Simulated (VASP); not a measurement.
# SrTiO3 (Amm2) in VASP: a series of runs, part 2 of 2

VASP 6.6.1. The steps go on from the part before.

## 3. Single point, PBE

Contents of INCAR:

```
  PREC = Accurate
  ENCUT = 520
  EDIFF = 1E-6
  ISMEAR = 0
  SIGMA = 0.05
  LREAL = F
  LASPH = T
  NELM = 80
  ALGO = Normal
  ISIF = 2
  LWAVE = F
  LCHARG = T
  GGA = PE
  LELF = T
  LVHAR = T
  NBANDS = 28
```

Contents of KPOINTS:

```
Automatic mesh
0
Gamma
  8 8 8
```

Contents of POSCAR:

```
SrTiO3
1.0
    3.9364035669      0.0000000000      0.0000000000
    0.0000000000      3.9364035669      0.0000000000
    0.0000000000      0.0000000000      3.9364035669
Sr Ti O
1 1 3
Direct
    0.0000000000     -0.0089816347     -0.0089816347
    0.5000000000      0.5000000000      0.5000000000
    0.0000000000      0.5000000000      0.5000000000
    0.5000000000      0.0000000000      0.5000000000
    0.5000000000      0.5000000000      0.0000000000
```

Potentials or basis: VASP PAW PBE potentials, release 64 (Sr_sv, Ti_sv, O).

On the command line:

```
$ cat potpaw_PBE.64/Sr_sv/POTCAR potpaw_PBE.64/Ti_sv/POTCAR potpaw_PBE.64/O/POTCAR > POTCAR
$ mpirun -np 1 vasp_std > vasp.out
```

OUTCAR:

```text
PREC = Accurate
   ENCUT = 520
   EDIFF = 1E-6
   ISMEAR = 0
   LREAL = F
   LASPH = T
   NELM = 80
   ISIF = 2
   GGA = PE

 ion  position               nearest neighbor table
   1  0.000  0.991  0.991-   3 2.73   4 2.76   5 2.76   4 2.76   5 2.76   3 2.78   3 2.78   5 2.81
                             4 2.81   4 2.81   5 2.81   3 2.83   2 3.37   2 3.37   2 3.41   2 3.41
   2  0.500  0.500  0.500-   3 1.97   4 1.97   5 1.97   5 1.97   4 1.97   3 1.97   1 3.37   1 3.37
                             1 3.41   1 3.41   1 3.41   1 3.41   1 3.45   1 3.45
   3  0.000  0.500  0.500-   2 1.97   2 1.97   1 2.73   1 2.78   1 2.78   1 2.83
[... 951 lines left out ...]
  -------------------------------------------------------------------------------------
  Total        0.2801712      0.2781844      0.2781844      0.0000000      0.0235139      0.0000000
  in kB        7.3592777      7.3070896      7.3070896      0.0000000      0.6176405      0.0000000
  external PRESSURE =       7.3244856 kB  Pullay stress =       0.0000000 kB

 VOLUME and BASIS-vectors are now :
 -----------------------------------------------------------------------------
  energy-cutoff  :      520.00
  volume of cell :       61.00
      direct lattice vectors                 reciprocal lattice vectors
     3.936403567  0.000000000  0.000000000     0.254038993  0.000000000  0.000000000
     0.000000000  3.936403567  0.000000000     0.000000000  0.254038993  0.000000000
     0.000000000  0.000000000  3.936403567     0.000000000  0.000000000  0.254038993

 POSITION                                       TOTAL-FORCE (eV/Angst)
 -----------------------------------------------------------------------------------
      0.00000      3.90105      3.90105         0.000000      0.120465      0.120465
      1.96820      1.96820      1.96820         0.000000     -0.100750     -0.100750
      0.00000      1.96820      1.96820         0.000000      0.009868      0.009868
      1.96820      0.00000      1.96820         0.000000     -0.039914      0.010331
      1.96820      1.96820      0.00000         0.000000      0.010331     -0.039914
 -----------------------------------------------------------------------------------
    total drift:                                0.000000     -0.000035     -0.000035

  FREE ENERGIE OF THE ION-ELECTRON SYSTEM (eV)
  ---------------------------------------------------
  free  energy   TOTEN  =       -40.0990215642 eV

  energy  without entropy=      -40.0990215642  energy(sigma->0) =      -40.09902156
```

OSZICAR:

```text
N       E                     dE             d eps       ncg     rms          rms(c)
DAV:   1     0.428326663171E+03    0.42833E+03   -0.21351E+04  5880   0.158E+03
DAV:   2    -0.476658066069E+01   -0.43309E+03   -0.41339E+03  6648   0.436E+02
DAV:   3    -0.483059331197E+02   -0.43539E+02   -0.43076E+02  8016   0.134E+02
DAV:   4    -0.504352007930E+02   -0.21293E+01   -0.21242E+01  8908   0.254E+01
DAV:   5    -0.504960589146E+02   -0.60858E-01   -0.60843E-01  8160   0.347E+00    0.258E+01
DAV:   6    -0.401802509501E+02    0.10316E+02   -0.53781E+01  8480   0.638E+01    0.141E+01
DAV:   7    -0.401977873685E+02   -0.17536E-01   -0.84299E+00  7820   0.216E+01    0.106E+01
DAV:   8    -0.401379597055E+02    0.59828E-01   -0.13108E+00  7064   0.117E+01    0.319E+00
DAV:   9    -0.401144292625E+02    0.23530E-01   -0.28986E-01  7652   0.432E+00    0.130E+00
DAV:  10    -0.401024779066E+02    0.11951E-01   -0.89397E-02  7588   0.234E+00    0.596E-01
DAV:  11    -0.400991598682E+02    0.33180E-02   -0.17118E-02  9480   0.126E+00    0.167E-01
DAV:  12    -0.400990678345E+02    0.92034E-04   -0.13300E-03  7024   0.394E-01    0.137E-01
DAV:  13    -0.400990372372E+02    0.30597E-04   -0.23086E-04  9732   0.137E-01    0.575E-02
DAV:  14    -0.400990234216E+02    0.13816E-04   -0.29018E-04  6768   0.116E-01    0.288E-02
DAV:  15    -0.400990211591E+02    0.22626E-05   -0.32083E-05  7736   0.415E-02    0.949E-03
DAV:  16    -0.400990215642E+02   -0.40518E-06   -0.27913E-06  6032   0.133E-02
   1 F= -.40099022E+02 E0= -.40099022E+02  d E =-.263578E-30
```

stdout:

```text
POSCAR found type information on POSCAR SrTiO
 POSCAR found :  3 types and       5 ions
 scaLAPACK will be used
 LDA part: xc-table for (Slater+PW92), standard interpolation
 POSCAR, INCAR and KPOINTS ok, starting setup
 FFT: planning ... GRIDC
 FFT: planning ... GRID_SOFT
 FFT: planning ... GRID
 WAVECAR not read
 entering main loop
```

Run time: 92 s. Hardware: 1 thread of Intel Xeon 6975P-C (Granite Rapids), shared host; peak memory 0.3 GiB.

Results:

```
Free energy            : -40.0990 eV
Pressure               : 0.7 GPa
Largest force          : 0.170 eV/Å
Band gap on the k mesh : 1.81 eV (least direct gap 2.18 eV)
```

Forces on the atoms (eV/Å):
```
Sr   0.000  0.120  0.120
Ti   0.000 -0.101 -0.101
O    0.000  0.010  0.010
O    0.000 -0.040  0.010
O    0.000  0.010 -0.040
```

Stress tensor (GPa, compression positive):
```
0.74 0.00 0.00
0.00 0.73 0.06
0.00 0.06 0.73
```

Caveat: the cell differs from its parent crystal (all Sr atoms moved +0.050 Å, as atom 1 towards its neighbour atom 3 (O) at 2.783 Å).
